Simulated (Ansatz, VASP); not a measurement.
## GeCl2 in VASP and in Ansatz

```
Ge Cl
1.0
     3.54000    0.00000    0.00000
    -1.77000    3.06573    0.00000
     0.00000    0.00000   11.76000
Ge Cl
2 4
Direct
  0.00000 0.00000 0.00000
  0.00000 0.00000 0.50000
  0.66667 0.33333 0.12372
  0.33333 0.66667 0.87628
  0.66667 0.33333 0.37628
  0.33333 0.66667 0.62372
```

Alike in both runs: task single point; functional PBE; dispersion D3(BJ); k mesh 6 × 6 × 2; occupations gaussian, width 0.1 eV; no spin polarisation.

|  | VASP | Ansatz |
| --- | --- | --- |
| version | VASP 6.6.1 | Ansatz 0.2.0 |
| potentials or method | VASP PAW PBE potentials, release 64 (Ge_d, Cl), cutoff 520 eV | scalar-relativistic, plane waves, PAW |
| valence electrons in the cell | 56 | 56 |

```csv
,VASP,Ansatz,Ansatz less VASP
gap on the k mesh at the Fermi level (eV),2.01,2.00,-0.005
least direct gap on the mesh (eV),2.17,2.17,0.000
pressure (GPa),14.2,14.2,+0.05
"traceless stress, the component that is largest in VASP (GPa)",0.67,0.65,-0.013
rms of the force components (eV/Å),0.448,0.445,-0.0029
```

Atom by atom the forces differ by 0.003 eV/Å (rms over components).
